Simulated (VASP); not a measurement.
Write the native input for VASP 6.6.1 that does the following.

| Quantity | Value |
| --- | --- |
| Task | single point |
| Functional | r2SCAN |
| Potentials or basis | VASP PAW PBE potentials, release 64 (K_sv, Cl) |
| Cutoff | 520 eV |
| k mesh | 8 × 8 × 8 |
| Occupations | gaussian, width 0.01 eV |
| Spin | no spin polarisation |
| Dipole correction | no |
| Further INCAR settings | ALGO = Normal; EDIFF = 1e-06; NBANDS = 15 |

KCl (Sylvite):

```
CELL_PARAMETERS angstrom
0.00000 3.10962 3.10962
3.10962 0.00000 3.10962
3.10962 3.10962 0.00000
ATOMIC_POSITIONS crystal
K 0.00000 0.00000 0.00000
Cl 0.50000 0.50000 0.50000
```

This cell differs from its parent crystal: strain -1.1%.

The input as run:

POSCAR

```
KCl
1.0
    0.0000000000      3.1096248336      3.1096248336
    3.1096248336      0.0000000000      3.1096248336
    3.1096248336      3.1096248336      0.0000000000
K Cl
1 1
Direct
    0.0000000000      0.0000000000      0.0000000000
    0.5000000000      0.5000000000      0.5000000000
```

INCAR.step1

```
SYSTEM = KCl
PREC = Accurate
ENCUT = 520
ISMEAR = 0
SIGMA = 0.01
LREAL = .False.
LASPH = .True.
NELM = 80
NBANDS = 15
GGA = PE
ALGO = Normal
EDIFF = 1E-4
LWAVE = .True.
LCHARG = .False.
```

INCAR.step2

```
SYSTEM = KCl
PREC = Accurate
ENCUT = 520
EDIFF = 1E-6
ISMEAR = 0
SIGMA = 0.01
LREAL = .False.
LASPH = .True.
NELM = 80
ALGO = Normal
ISIF = 2
LWAVE = .False.
LCHARG = .False.
METAGGA = R2SCAN
LMIXTAU = .True.
NBANDS = 15
ISTART = 1
```

KPOINTS

```
Automatic mesh
0
Gamma
  8 8 8
  0 0 0
```

Potentials or basis: VASP PAW PBE potentials, release 64 (K_sv, Cl).

Command:

```sh
$ cat potpaw_PBE.64/K_sv/POTCAR potpaw_PBE.64/Cl/POTCAR > POTCAR
$ cp INCAR.step1 INCAR
$ mpirun -np 1 vasp_std > vasp.out
$ cp INCAR.step2 INCAR
$ mpirun -np 1 vasp_std > vasp.out
```

It gave:

The pressure is 0.7 GPa and the band gap on the k mesh is 5.96 eV, direct.

Caveat: the cell differs from its parent crystal (strain -1.1%); the PAW data sets were made with another functional, which shifts forces and pressure a little.

Wall time 2.8 min on 1 thread of Intel(R) Xeon(R) Platinum 8488C (Sapphire Rapids), with other jobs on the host, peak memory 0.22 GiB.
